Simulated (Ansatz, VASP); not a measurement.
# One calculation of Si2C3, two programs

```xyz
10
Lattice="2.6272 0.0000 0.0000 -1.3136 2.2752 0.0000 0.0000 0.0000 23.1785" Properties=species:S:1:pos:R:3 pbc="T T T"
Si    1.3136    0.7584    4.5568
Si    1.3136    0.7584    7.0325
Si    0.0000    1.5168   16.1460
Si    0.0000    1.5168   18.6218
C     1.3136    0.7584   17.3839
C     1.3136    0.7584   23.1786
C     1.3136    0.7584   11.5892
C     0.0000    1.5168   -0.0001
C     0.0000    1.5168    5.7946
C     0.0000    1.5168   11.5893
```

Alike in both runs: functional PBE; k mesh 18 × 18 × 2; occupations gaussian, width 0.1 eV; no spin polarisation.

Ansatz relaxed the structure, and its values are those at the end. VASP's run is a single point on that final structure, the one shown.

```csv
,VASP,Ansatz
version,VASP 6.6.1,Ansatz 0.2.0
potentials or method,"VASP PAW PBE potentials, release 64 (Si, C), cutoff 520 eV","scalar-relativistic, plane waves, PAW"
valence electrons in the cell,40,40
```

Ansatz gave:

```
gap on the k mesh at the Fermi level (eV) : none
pressure (GPa)                            : 0.0
```

Task: Estimate VASP's values.

Result: gap on the k mesh at the Fermi level (eV): none; pressure (GPa): 0.1.

A gap of «none» marks a metal or a gap that the smearing closes. The functional is the same, so the differences come from potentials, cutoffs and numerics.
